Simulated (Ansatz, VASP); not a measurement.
**Nb5N: VASP beside Ansatz**

INCAR

```
ALGO     = Normal         # electronic algorithm
EDIFF    = 1E-6           # SCF threshold, eV
EDIFFG   = -0.01          # ionic threshold
ENCUT    = 600            # plane-wave cutoff, eV
GGA      = PE             # functional
IBRION   = 2              # ionic algorithm
ISIF     = 3              # what is computed and relaxed
ISMEAR   = 0              # smearing method
LASPH    = True           # aspherical terms in the spheres
LCHARG   = False          # write CHGCAR
LREAL    = False          # projectors in reciprocal space
LWAVE    = False          # write WAVECAR
NELM     = 60             # most SCF steps
NSW      = 100            # ionic steps
PREC     = Accurate       # precision mode
SIGMA    = 0.1            # smearing width, eV
```

File KPOINTS:

```
k-points
0
Gamma
  8 8 8
```

Contents of POSCAR:

```
Nb5N
1.0
   -3.2715242641      3.2715242641      2.2720812728
    3.2715242641     -3.2715242641      2.2720812728
    3.2715242641      3.2715242641     -2.2720812728
Nb N
5 1
Direct
    0.0000000000      0.0000000000      0.0000000000
    0.8036618996      0.6117941760      0.4154560757
    0.6117941760      0.1963381004      0.8081322764
    0.1963381004      0.3882058240      0.5845439243
    0.3882058240      0.8036618996      0.1918677236
    0.5000000000      0.5000000000      0.0000000000
```

Input for Ansatz:

```yaml
crystal:
  lattice:
    - [-3.2715242641, 3.2715242641, 2.2720812728]
    - [3.2715242641, -3.2715242641, 2.2720812728]
    - [3.2715242641, 3.2715242641, -2.2720812728]
  atoms:
    - { symbol: Nb, position: [0.0, 0.0, 0.0] }
    - { symbol: Nb, position: [0.8036618996, 0.611794176, 0.4154560757] }
    - { symbol: Nb, position: [0.611794176, 0.1963381004, 0.8081322764] }
    - { symbol: Nb, position: [0.1963381004, 0.388205824, 0.5845439243] }
    - { symbol: Nb, position: [0.388205824, 0.8036618996, 0.1918677236] }
    - { symbol: "N", position: [0.5, 0.5, 0.0] }
basis:
  ecutwfc: 420
kpoints:
  mp_grid: { grid: [8, 8, 8] }
hamiltonian:
  xc: pbe
scf:
  occupations: { method: gaussian, width: 0.1 }
output:
  forces: true
  stress: true
  eigenvalues: true
relax:
  adjacent_minimum: "off"
  f_tol: 0.01
  max_steps: 80
  cell: { stress_tol: 0.05 }
```

Alike in both runs: task relaxation of cell and atoms; functional PBE; k mesh 8 × 8 × 8; occupations gaussian, width 0.1 eV; no spin polarisation.

```csv
,VASP,Ansatz
version,VASP 6.6.1,Ansatz 0.2.0
potentials or method,"VASP PAW PBE potentials, release 64 (Nb_sv, N), cutoff 600 eV","scalar-relativistic, plane waves, PAW"
valence electrons in the cell,70,70
```

Ansatz gave:

* gap on the k mesh at the Fermi level, each at its own relaxed structure (eV): none
* relaxed volume (Å³/atom): 16.24
* relaxed cell length with the largest relative difference (Å): 5.155

Q: What did VASP give for the same quantities?

A: gap on the k mesh at the Fermi level, each at its own relaxed structure (eV): none; relaxed volume (Å³/atom): 16.20; relaxed cell length with the largest relative difference (Å): 5.152.

A gap of «none» marks a metal or a gap that the smearing closes.
